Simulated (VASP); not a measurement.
# NaCl (Fm-3m) in VASP: notebook, part 3 of 3

VASP 6.6.1. Earlier steps stand in the parts before.

### Step 6. Single point, LDA

File INCAR:

```
PREC = Accurate
ENCUT = 520
EDIFF = 1E-6
ISMEAR = -1
SIGMA = 0.1
LREAL = F
LASPH = T
NELM = 100
ALGO = Normal
ISIF = 2
LWAVE = F
LCHARG = T
GGA = CA
LELF = T
LVHAR = T
NBANDS = 14
```

File KPOINTS:

```
Automatic mesh
0
Gamma
  14 14 14
```

File POSCAR:

```
NaCl
1.0
    0.0000000000      2.7321961662      2.7321961662
    2.7321961662      0.0000000000      2.7321961662
    2.7321961662      2.7321961662      0.0000000000
Na Cl
1 1
Direct
    0.0000000000      0.0000000000      0.0000000000
    0.5000000000      0.5000000000      0.5000000000
```

Potentials or basis: VASP PAW LDA potentials, release 64 (Na_pv, Cl).

Command:

```sh
> cat potpaw_LDA.64/Na_pv/POTCAR potpaw_LDA.64/Cl/POTCAR > POTCAR
> mpirun -np 1 vasp_std > vasp.out
```

OUTCAR:

```text
PREC = Accurate
   ENCUT = 520
   EDIFF = 1E-6
   ISMEAR = -1
   LREAL = F
   LASPH = T
   NELM = 100
   ISIF = 2
   GGA = CA

 ion  position               nearest neighbor table
   1  0.000  0.000  0.000-
   2  0.500  0.500  0.500-

  LATTYP: Found a face centered cubic cell.
 ALAT       =     5.4643923324

  Lattice vectors:

 A1 = (   0.0000000000,   2.7321961662,   2.7321961662)
 A2 = (   2.7321961662,   0.0000000000,   2.7321961662)
 A3 = (   2.7321961662,   2.7321961662,   0.0000000000)

Analysis of symmetry for initial positions (statically):
=====================================================================
 Subroutine PRICEL returns:
 Original cell was already a primitive cell.

 Routine SETGRP: Setting up the symmetry group for a
 face centered cubic supercell.

 Subroutine GETGRP returns: Found 48 space group operations
 (whereof 48 operations were pure point group operations)
 out of a pool of 48 trial point group operations.

The static configuration has the point symmetry O_h .

Analysis of symmetry for dynamics (positions and initial velocities):
=====================================================================
 Subroutine PRICEL returns:
 Original cell was already a primitive cell.

 Routine SETGRP: Setting up the symmetry group for a
 face centered cubic supercell.

 Subroutine GETGRP returns: Found 48 space group operations
 (whereof 48 operations were pure point group operations)
 out of a pool of 48 trial point group operations.

The dynamic configuration has the point symmetry O_h .

 Subroutine INISYM returns: Found 48 space group operations
 (whereof 48 operations are pure point group operations),
 and found     1 'primitive' translations

----------------------------------------------------------------------------------------

                                     Primitive cell

  volume of cell :      40.7911

  direct lattice vectors                    reciprocal lattice vectors
[... 115 lines left out ...]
   IVDW    =     0    specifies the selected vdW correction
   LEPSILON=     F    determine dielectric tensor
   LRPA    =     F    only Hartree local field effects (RPA)
 non-spin polarized calculation
  energy-cutoff  :      520.00
  volume of cell :       40.79
 maximum number of plane-waves:      1117
 NGX is ok and might be reduce to    30
   NGX = 15   NGY = 15   NGZ = 15

 number of electron      13.9999993 magnetization

 Free energy of the ion-electron system (eV)
  ---------------------------------------------------
  ext. energy  EPLUGINS =         0.00000000
  ---------------------------------------------------
  free energy    TOTEN  =        -7.38919445 eV

  energy without entropy =       -7.38919445  energy(sigma->0) =       -7.38919445

 E-fermi :   1.8748     XC(G=0):  -9.1378

 val. band max:       -0.3578244957   @ k =   0.0000   0.0000   0.0000
 cond. band min:       4.7227428971   @ k =   0.0000   0.0000   0.0000
 fundamental gap:      5.0805673929
 Fermi energy:         1.8747936559

 k-point     1 :       0.0000    0.0000    0.0000
  band No.  band energies     occupation
      1     -20.9861      2.00000
      2     -20.9861      2.00000
      3     -20.9861      2.00000
      4     -13.1816      2.00000
      5      -0.3578      2.00000
      6      -0.3578      2.00000
      7      -0.3578      2.00000
      8       4.7227      0.00000
      9      10.5716      0.00000
     10      10.5716      0.00000
     11      10.5716      0.00000
     12      12.9291      0.00000
     13      12.9291      0.00000
     14      14.4570      0.00000
[... 377 lines left out ...]
      1     -21.0092      2.00000
      2     -20.9906      2.00000
      3     -20.9898      2.00000
      4     -12.9223      2.00000
      5      -1.6814      2.00000
      6      -0.6739      2.00000
      7      -0.6634      2.00000
      8       6.6635      0.00000
      9       8.9527      0.00000
     10      10.6009      0.00000
     11      11.4601      0.00000
     12      12.2742      0.00000
     13      13.7869      0.00000
     14      16.8732      0.00000

 [... further k-points ...]

------------------------ aborting loop because EDIFF is reached ----------------------------------------

  FORCE on cell =-STRESS in cart. coord.  units (eV):
  Direction    XX          YY          ZZ          XY          YZ          ZX
  --------------------------------------------------------------------------------------
  -------------------------------------------------------------------------------------
  Total        0.0076978      0.0076978      0.0076978     -0.0000000      0.0000000     -0.0000000
  in kB        0.3023508      0.3023508      0.3023508     -0.0000000      0.0000000     -0.0000000
  external PRESSURE =       0.3023508 kB  Pullay stress =       0.0000000 kB

 VOLUME and BASIS-vectors are now :
 -----------------------------------------------------------------------------
  energy-cutoff  :      520.00
  volume of cell :       40.79
      direct lattice vectors                 reciprocal lattice vectors
     0.000000000  2.732196166  2.732196166    -0.183002965  0.183002965  0.183002965
     2.732196166  0.000000000  2.732196166     0.183002965 -0.183002965  0.183002965
     2.732196166  2.732196166  0.000000000     0.183002965  0.183002965 -0.183002965

 POSITION                                       TOTAL-FORCE (eV/Angst)
 -----------------------------------------------------------------------------------
      0.00000      0.00000      0.00000         0.000000     -0.000000      0.000000
      2.73220      2.73220      2.73220         0.000000      0.000000      0.000000
 -----------------------------------------------------------------------------------
    total drift:                               -0.000000      0.000000      0.000000

  FREE ENERGIE OF THE ION-ELECTRON SYSTEM (eV)
  ---------------------------------------------------
  free  energy   TOTEN  =        -7.3891944481 eV

  energy  without entropy=       -7.3891944480  energy(sigma->0) =       -7.38919445
```

OSZICAR:

```text
N       E                     dE             d eps       ncg     rms          rms(c)
DAV:   1     0.100076750882E+03    0.10008E+03   -0.70853E+03  2924   0.102E+03
DAV:   2     0.241888868959E-01   -0.10005E+03   -0.91824E+02  3186   0.274E+02
DAV:   3    -0.746306821266E+01   -0.74873E+01   -0.74439E+01  3764   0.697E+01
DAV:   4    -0.757361314312E+01   -0.11054E+00   -0.11050E+00  3464   0.920E+00
DAV:   5    -0.757578514011E+01   -0.21720E-02   -0.21719E-02  3736   0.130E+00    0.209E+00
DAV:   6    -0.741038365924E+01    0.16540E+00   -0.24548E-01  3688   0.332E+00    0.153E+00
DAV:   7    -0.739093634717E+01    0.19447E-01   -0.52300E-02  4188   0.143E+00    0.995E-01
DAV:   8    -0.738934172295E+01    0.15946E-02   -0.47967E-03  3494   0.653E-01    0.317E-01
DAV:   9    -0.738920340699E+01    0.13832E-03   -0.21564E-04  3728   0.114E-01    0.146E-01
DAV:  10    -0.738919517651E+01    0.82305E-05   -0.97296E-05  3692   0.890E-02    0.729E-03
DAV:  11    -0.738919444811E+01    0.72839E-06   -0.42210E-06  3602   0.237E-02
   1 F= -.73891944E+01 E0= -.73891944E+01  d E =-.747011E-10
```

stdout:

```text
POSCAR found type information on POSCAR NaCl
 POSCAR found :  2 types and       2 ions
 scaLAPACK will be used
 LDA part: xc-table for (Slater(with rela. corr.)+CA(PZ))
 , standard interpolation
 POSCAR, INCAR and KPOINTS ok, starting setup
 FFT: planning ... GRIDC
 FFT: planning ... GRID_SOFT
 FFT: planning ... GRID
 WAVECAR not read
 entering main loop
```

Run time: 39 s. Hardware: 1 thread of Intel Xeon Platinum 8488C (Sapphire Rapids), shared host; peak memory 0.17 GiB.

What came out:

| Item | Value |
| --- | --- |
| Free energy | -7.3892 eV |
| Pressure | 0.0 GPa |
| Band gap on the k mesh | 5.08 eV, direct |

A k mesh can miss the band edges. A hybrid or GW would open this gap; LDA tends to underestimate it.

### Step 7. The runs side by side

```tsv
task	cell	k mesh	cutoff (eV)	smearing	gap on the mesh (eV)	pressure (GPa)
relaxation of cell and atoms	relaxed to 4 GPa from a = 3.864 Å, angles 60.0°, 2 atoms	8 × 8 × 8	600	gaussian 0.01 eV	5.54	4.0
relaxation of cell and atoms	relaxed to 7 GPa from a = 3.864 Å, angles 60.0°, 2 atoms	8 × 8 × 8	600	gaussian 0.01 eV	5.82	7.0
relaxation of cell and atoms	relaxed to 10 GPa from a = 3.864 Å, angles 60.0°, 2 atoms	8 × 8 × 8	600	gaussian 0.01 eV	6.07	10.0
relaxation of cell and atoms	relaxed to 15 GPa from a = 3.864 Å, angles 60.0°, 2 atoms	8 × 8 × 8	600	gaussian 0.01 eV	6.43	15.0
single point	a = 3.864 Å, angles 60.0°, 2 atoms	14 × 14 × 14	520	fermi-dirac 0.1 eV	5.08	0.0
```

Alike in all rows: level LDA; potentials or basis VASP PAW LDA potentials, release 64 (Na_pv, Cl); no spin polarisation.

Caveats: the cell is relaxed towards a set pressure, so the enthalpy falls and the energy may rise (some runs).

Absolute energies hang on the potentials; compare differences alone.
